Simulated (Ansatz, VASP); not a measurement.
**Au: VASP beside Ansatz**

```xyz
1
Lattice="0.0000 2.0213 2.0213 2.0213 0.0000 2.0213 2.0213 2.0213 0.0000" Properties=species:S:1:pos:R:3 pbc="T T T"
Au    0.0000    0.0000    0.0000
```

Alike in both runs: task single point; functional r2SCAN; dispersion rVV10; k mesh 11 × 11 × 11; occupations fermi-dirac, width 0.05 eV; no spin polarisation.

|  | VASP | Ansatz |
| --- | --- | --- |
| version | VASP 6.6.1 | Ansatz 0.2.0 |
| potentials or method | VASP PAW PBE potentials, release 64 (Au_sv_GW) | Ansatz PAW |
| plane-wave cutoff (eV) | 550 | 500 |
| valence electrons in the cell | 19 | 19 |

|  | VASP | Ansatz | Ansatz less VASP |
| --- | --- | --- | --- |
| gap on the k mesh at the Fermi level (eV) | none | none | - |
| pressure (GPa) | 7.9 | 7.9 | +0.04 |

VASP's potentials were made for PBE, not for r2SCAN. A gap of «none» marks a metal or a gap that the smearing closes.

Spin-orbit coupling is off throughout.
